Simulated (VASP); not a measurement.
Input of a VASP 6.6.1 run:

Contents of POSCAR:

```
BP
1.0
    0.0000000000      2.2226808807      2.2226808807
    2.2226808807      0.0000000000      2.2226808807
    2.2226808807      2.2226808807      0.0000000000
P B
1 1
Direct
    0.7500000000      0.7500000000      0.7500000000
    0.0000000000      0.0000000000      0.0000000000
```

Contents of INCAR.step1:

```
SYSTEM = BP
ALGO = Normal ; EDIFF = 1E-5
ENCUT = 520 ; GGA = PE
ISIF = 2 ; ISMEAR = -1
LASPH = .TRUE. ; LREAL = .FALSE.
LWAVE = .TRUE. ; NBANDS = 11
NELM = 80 ; PREC = Accurate
SIGMA = 0.05
```

File INCAR.step2:

```
SYSTEM = BP
AEXX = 1.0 ; AGGAC = 0.0
ALDAC = 0.0 ; ALGO = Normal
EDIFF = 1E-6 ; ENCUT = 520
GGA = PE ; ISIF = 2
ISMEAR = -1 ; ISTART = 1
LASPH = .TRUE. ; LCHARG = .TRUE.
LELF = .TRUE. ; LHFCALC = .TRUE.
LREAL = .FALSE. ; LVHAR = .TRUE.
LWAVE = .FALSE. ; NBANDS = 11
NELM = 80 ; PREC = Accurate
PRECFOCK = Normal ; SIGMA = 0.05
```

File KPOINTS:

```
k-points
0
G
  5 5 5
  0 0 0
```

Potentials or basis: VASP PAW PBE potentials, release 64 (P, B).

Launch:

```bash
$ cat potpaw_PBE.64/P/POTCAR potpaw_PBE.64/B/POTCAR > POTCAR
$ cp INCAR.step1 INCAR
$ mpirun -np 1 vasp_std > vasp.out
$ cp INCAR.step2 INCAR
$ mpirun -np 1 vasp_std > vasp.out
```

Task: Estimate the pressure.

Result: 16.9 GPa.

Task: What does it give for the band gap on the k mesh?

Result: 8.03 eV (least direct gap 11.10 eV).

Caveat: the k points lie up to 0.49 Å⁻¹ apart; the PAW data sets were made with another functional, which shifts forces and pressure a little; an odd mesh through Γ misses points on the zone boundary, where band edges can lie.
